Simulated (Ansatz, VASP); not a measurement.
# BAs in VASP and in Ansatz

File INCAR:

```
ALGO = Normal
EDIFF = 1E-6
ENCUT = 520
GGA = PE
ISIF = 2
ISMEAR = -1
LASPH = T
LCHARG = F
LREAL = F
LWAVE = F
NBANDS = 11
NELM = 80
PREC = Accurate
SIGMA = 0.03
```

KPOINTS

```
k-points
0
Gamma
  15 15 15
```

POSCAR

```
BAs
1.0
    0.0000000000      2.3885000000      2.4123850000
    2.3885000000      0.0000000000      2.4123850000
    2.3885000000      2.3885000000      0.0000000000
B As
1 1
Direct
    0.0000000000      0.0000000000      0.0000000000
    0.7500000000      0.7500000000      0.7500000000
```

Input for Ansatz:

```yaml
crystal:
  lattice:
    - [0.0, 2.3885, 2.412385]
    - [2.3885, 0.0, 2.412385]
    - [2.3885, 2.3885, 0.0]
  atoms:
    - { symbol: B, position: [0.0, 0.0, 0.0] }
    - { symbol: As, position: [0.75, 0.75, 0.75] }
kpoints:
  mp_grid: { grid: [15, 15, 15] }
  band_path:
    path:
      - [0.0, 0.0, 0.0]
      - [0.5, 0.0, 0.5]
      - [0.75, 0.25, 0.5]
      - [0.5, 0.5, 0.5]
      - [0.0, 0.0, 0.0]
      - [0.5, 0.5, 0.0]
      - [0.6274629938, 0.6274629938, 0.2549259876]
      - [0.3725370062, 0.3725370062, 0.7450740124]
      - [0.0, 0.0, 0.0]
    npoints: 5
scf:
  occupations: { method: fermi_dirac, width: 0.03 }
hamiltonian:
  xc: pbe
  pseudopotentials: { kind: all_electron, lapw: { basis_error: 0.00025 } }
output:
  forces: true
  stress: true
  eigenvalues: true
```

Change from the starting cell: zz strain of +1 %.

Alike in both runs: task single point; functional PBE; k mesh 15 × 15 × 15; occupations fermi-dirac, width 0.03 eV; no spin polarisation.

```csv
,VASP,Ansatz
version,VASP 6.6.1,Ansatz 0.2.0
potentials or method,"VASP PAW PBE potentials, release 64 (B, As), cutoff 520 eV","all-electron LAPW, scalar-relativistic"
```

Ansatz gave:

```
gap on the k mesh at the Fermi level (eV)                     : 1.12
pressure (GPa)                                                : 1.3
traceless stress, the component that is largest in VASP (GPa) : -1.38
```

Problem. What did VASP give for the same quantities?

Solution. gap on the k mesh at the Fermi level (eV): 1.11; pressure (GPa): 2.0; traceless stress, the component that is largest in VASP (GPa): -1.38.

Ansatz ran all-electron here, and VASP with PAW potentials.
